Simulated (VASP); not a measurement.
Wanted: the native input for a VASP 6.6.1 run.

- Task: single point
- Functional: PBE
- Potentials or basis: VASP PAW PBE potentials, release 64 (Si)
- Cutoff: 520 eV
- k mesh: 10 × 10 × 10
- Occupations: gaussian, width 0.01 eV
- Spin: no spin polarisation
- Dipole correction: no
- Further INCAR settings: ALGO = Normal; EDIFF = 1e-06; NBANDS = 16

The structure of Si lies in POSCAR:

```
Si
1.0
   -3.3457641644      3.3457641644      1.9305130028
    3.3457641644     -3.3457641644      1.9305130028
    3.3457641644      3.3457641644     -1.9305130028
Si
4
Direct
    0.1786098826      0.1786098826      0.3572197652
    0.8213901174      0.8213901174      0.6427802348
    0.1786098826      0.8213901174      0.0000000000
    0.8213901174      0.1786098826      0.0000000000
```

One way to write it, as run:

INCAR

```
SYSTEM = Si
ALGO = Normal
EDIFF = 1E-6
ENCUT = 520
GGA = PE
ISIF = 2
ISMEAR = 0
LASPH = .TRUE.
LCHARG = .FALSE.
LREAL = .FALSE.
LWAVE = .FALSE.
NBANDS = 16
NELM = 60
PREC = Accurate
SIGMA = 0.01
```

KPOINTS

```
k-points
0
G
  10 10 10
  0 0 0
```

Potentials or basis: VASP PAW PBE potentials, release 64 (Si).

The run is started by

```sh
$ cat potpaw_PBE.64/Si/POTCAR > POTCAR
$ mpirun -np 1 vasp_std > vasp.out
```

It gave:

```json
{"Pressure": "-0.1 GPa", "Band gap on the k mesh": "0.41 eV (least direct gap 0.44 eV)"}
```

Wall time 3.6 min on 1 thread of Intel Xeon 8259CL (shared host), peak memory 0.28 GiB.
